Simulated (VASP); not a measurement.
Ge, 4 atoms in the cell. The cell holds a slab with vacuum, 4 atoms: a = 4.023 Å, b = 4.023 Å, c = 18.869 Å, α = 90.00°, β = 90.00°, γ = 120.00°.  This cell differs from its parent crystal: layers slid over each other.

- Program: VASP 6.6.1
- Task: single point
- Functional: PBE
- Dispersion: D3(BJ)
- Potentials or basis: VASP PAW PBE potentials, release 64 (Ge_d)
- Cutoff: 520 eV
- k mesh: 9 × 9 × 1
- Occupations: gaussian, width 0.1 eV
- Spin: no spin polarisation
- Dipole correction: yes
- Further INCAR settings: ALGO = Normal; EDIFF = 1e-06; NBANDS = 36

Potentials or basis: VASP PAW PBE potentials, release 64 (Ge_d).

Run with:

```console
$ cat potpaw_PBE.64/Ge_d/POTCAR > POTCAR
$ mpirun -np 1 vasp_std > vasp.out
```

Hardware: 1 thread of AMD EPYC 9R45 96-Core Processor (Zen 5), on a shared host.

Estimate the wall time of this run.

It took 3.4 min on 1 thread of AMD EPYC 9R45 96-Core Processor (Zen 5) (shared host), peak memory 0.41 GiB. Counts: scf iterations 21, k points 25.
